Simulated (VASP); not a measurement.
# Ba (Im-3m) in VASP: notebook, part 2 of 2

VASP 6.6.1. The steps go on from the part before.

### Step 4. Relaxation of cell and atoms, r2SCAN, target pressure 20 GPa, at which the enthalpy is minimised

The input, POSCAR:

```
Ba
1.0
    4.3413850340     -0.0000000240     -0.0000000416
   -1.4471283220      4.0930970711     -0.0000000416
   -1.4471283220     -2.0465484754      3.5447260784
Ba
1
Direct
    0.0000000000      0.0000000000      0.0000000000
```

The input, INCAR.step1:

```
  ALGO = Normal
  EDIFF = 1E-4
  ENCUT = 600
  GGA = PE
  ISMEAR = -1
  LASPH = T
  LCHARG = F
  LREAL = F
  LWAVE = T
  NELM = 100
  PREC = Accurate
  SIGMA = 0.15
```

The input, INCAR.step2:

```
  ALGO = Normal
  EDIFF = 1E-7
  EDIFFG = -0.01
  ENCUT = 600
  IBRION = 2
  ISIF = 3
  ISMEAR = -1
  ISTART = 1
  LASPH = T
  LCHARG = F
  LMIXTAU = T
  LREAL = F
  LWAVE = F
  METAGGA = R2SCAN
  NELM = 100
  NSW = 80
  PREC = Accurate
  PSTRESS = 200.0
  SIGMA = 0.15
```

The input, KPOINTS:

```
k-points
0
Gamma
  7 7 7
```

The run is started by

```sh
cat potpaw_PBE.64/Ba_sv/POTCAR > POTCAR
cp INCAR.step1 INCAR
mpirun -np 1 vasp_std > vasp.out
cp INCAR.step2 INCAR
mpirun -np 1 vasp_std > vasp.out
```

Run time: 4.5 min. Hardware: 1 thread of AMD EPYC 9R45 (Zen 5), shared host; peak memory 0.23 GiB.

Results (log left out):

```
Free energy                                                : -25.1428 eV
Relaxed volume                                             : 29.43 Å³/atom
Relaxed cell                                               : a = 3.369 Å, b = 3.369 Å, c = 3.369 Å, α = 109.47°, β = 109.47°, γ = 109.47°
Space group after relaxing (to 0.1 Å)                      : Im-3m (No. 229)
Energy change on relaxing (the run minimises the enthalpy) : +1333.9 meV/atom
Ionic steps                                                : 8
Pressure after relaxing                                    : 20.0 GPa
Band gap on the k mesh                                     : zero (bands 5 and 6 overlap by 3.08 eV)
```

The path:
```
step  energy change (eV)  largest force (eV/Å)  pressure (GPa)  volume (Å³)
   1              0.0000                0.0000            0.42        62.99
   2              7.2874                0.0000          210.06        15.64
   3              0.9938                0.0000           15.05        32.55
   4              1.1004                0.0000           16.68        31.47
   5              1.3115                0.0000           19.73        29.62
   6              1.3751                0.0000           20.72        29.11
   7              1.3110                0.0000           19.72        29.62
   8              1.3339                0.0000           20.03        29.43
```

Final structure:
```
CELL_PARAMETERS angstrom
3.36894 0.00000 0.00000
-1.12298 3.17627 0.00000
-1.12298 -1.58813 2.75073
ATOMIC_POSITIONS crystal
Ba 0.00000 0.00000 0.00000
```

Levels at points of the mesh, in eV from the Fermi level:
```csv
k point,band 1,band 2,band 3,band 4,band 5,band 6,band 7,band 8,band 9
"(0.00, 0.00, 0.00)",-30.11,-12.80,-12.80,-12.80,-1.90,2.48,2.48,2.48,5.09
```

Caveat: the cell is relaxed towards a set pressure, so the run minimises the enthalpy, not the energy; the volume moved by over 15 % at a fixed basis, so the end points are rough; the PAW data sets were made with another functional, which shifts forces and pressure a little; spin-orbit coupling is left out, which moves the levels of the heavy elements.

### Step 5. Relaxation of cell and atoms, r2SCAN, target pressure 30 GPa, at which the enthalpy is minimised

POSCAR is that of step 4.

The input, INCAR.step1:

```
PREC = Accurate
ENCUT = 600
ISMEAR = -1
SIGMA = 0.15
LREAL = False
LASPH = True
NELM = 100
GGA = PE
ALGO = Normal
EDIFF = 1E-4
LWAVE = True
LCHARG = False
```

The input, INCAR.step2:

```
PREC = Accurate
ENCUT = 600
EDIFF = 1E-6
ISMEAR = -1
SIGMA = 0.15
LREAL = False
LASPH = True
NELM = 100
ALGO = Normal
ISIF = 3
LWAVE = False
LCHARG = False
METAGGA = R2SCAN
LMIXTAU = True
IBRION = 2
NSW = 80
EDIFFG = -0.01
PSTRESS = 300.0
ISTART = 1
```

The input, KPOINTS:

```
regular mesh
0
Gamma
  7 7 7
```

The run is started by

```sh
cat potpaw_PBE.64/Ba_sv/POTCAR > POTCAR
cp INCAR.step1 INCAR
mpirun -np 1 vasp_std > vasp.out
cp INCAR.step2 INCAR
mpirun -np 1 vasp_std > vasp.out
```

Wall time 4.7 min (1 thread of AMD EPYC 9R45 (Zen 5), shared host); peak memory 0.31 GiB.

It converged, with:

```
Free energy                                                : -24.5933 eV
Relaxed volume                                             : 25.80 Å³/atom
Relaxed cell                                               : a = 3.224 Å, b = 3.224 Å, c = 3.224 Å, α = 109.47°, β = 109.47°, γ = 109.47°
Space group after relaxing (to 0.1 Å)                      : Im-3m (No. 229)
Energy change on relaxing (the run minimises the enthalpy) : +1883.4 meV/atom
Ionic steps                                                : 8
Pressure after relaxing                                    : 30.0 GPa
Band gap on the k mesh                                     : zero (bands 5 and 6 overlap by 3.82 eV)
```

The path:
```csv
step,energy change (eV),largest force (eV/Å),pressure (GPa),volume (Å³)
1,0.0000,0.0000,0.40,62.99
2,109.4767,0.0000,7359.95,5.32
3,0.0237,0.0000,1.24,58.27
4,0.0637,0.0000,2.11,54.39
5,1.7600,0.0000,27.33,26.49
6,1.9435,0.0000,31.26,25.48
7,1.8193,0.0000,28.60,26.15
8,1.8834,0.0000,29.99,25.80
```

Final structure:
```xyz
1
Lattice="3.2240 0.0000 0.0000 -1.0747 3.0396 0.0000 -1.0747 -1.5198 2.6324" Properties=species:S:1:pos:R:3 pbc="T T T"
Ba    0.0000    0.0000    0.0000
```

Levels at points of the mesh, in eV from the Fermi level:
```csv
k point,band 2,band 3,band 4,band 5,band 6,band 7,band 8,band 9
"(0.00, 0.00, 0.00)",-12.43,-12.43,-12.43,-1.16,2.42,2.42,2.42,5.39
```

Caveat: the cell is relaxed towards a set pressure, so the run minimises the enthalpy, not the energy; the volume moved by over 15 % at a fixed basis, so the end points are rough; the PAW data sets were made with another functional, which shifts forces and pressure a little; spin-orbit coupling is left out, which moves the levels of the heavy elements.

### Step 6. Overview

| cell | gap on the mesh (eV) | pressure (GPa) |
| --- | --- | --- |
| relaxed | none | 0.0 |
| relaxed to 10 GPa | none | 10.0 |
| relaxed to 20 GPa | none | 20.0 |
| relaxed to 30 GPa | none | 30.0 |

Alike in all rows: task relaxation of cell and atoms; level r2SCAN; potentials or basis VASP PAW PBE potentials, release 64 (Ba_sv); no spin polarisation; k mesh 7 × 7 × 7; cutoff (eV) 600; smearing fermi-dirac 0.15 eV.

Caveats: the PAW data sets were made with another functional, which shifts forces and pressure a little; spin-orbit coupling is left out, which moves the levels of the heavy elements; the cell is relaxed towards a set pressure, so the run minimises the enthalpy, not the energy (at least some runs); the volume moved by over 15 % at a fixed basis, so the end points are rough (at least some runs).

Absolute energies hang on the potentials; compare differences alone.
